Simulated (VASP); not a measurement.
SiCl, 2 atoms in the cell. The structure is tetragonal, space group P4/mmm (No. 123). The conventional cell has a = 3.061 Å, b = 3.061 Å, c = 4.162 Å, α = 90.00°, β = 90.00°, γ = 90.00°. Si (site symmetry 4/mmm) has 8 Cl at 3.00 Å and 4 Si at 3.06 Å within 4.0 Å. Within 4.0 Å of Cl (site symmetry 4/mmm) lie 8 Si at 3.00 Å and 4 Cl at 3.06 Å. The cell was built from a structure type or drawn by symmetry, and may not be a known phase.

| Item | Value |
| --- | --- |
| Program | VASP 6.6.1 |
| Task | single point |
| Functional | PBE |
| Potentials or basis | VASP PAW PBE potentials, release 64 (Si, Cl) |
| Cutoff | 520 eV |
| k mesh | 18 × 18 × 14 |
| Occupations | gaussian, width 0.1 eV |
| Spin | no spin polarisation |
| Dipole correction | no |
| Further INCAR settings | ALGO = Normal; EDIFF = 1e-06; NBANDS = 12 |

Potentials or basis: VASP PAW PBE potentials, release 64 (Si, Cl).

Launch:

```console
$ cat potpaw_PBE.64/Si/POTCAR potpaw_PBE.64/Cl/POTCAR > POTCAR
$ mpirun -np 1 vasp_std > vasp.out
```

Hardware: 1 thread of Intel Xeon 8259CL (shared host).

Task: Estimate the wall time of this run.

Result: Wall time 3 min on 1 thread of Intel Xeon 8259CL, on a shared host, peak memory 0.29 GiB. Counts: scf iterations 12, k points 440.
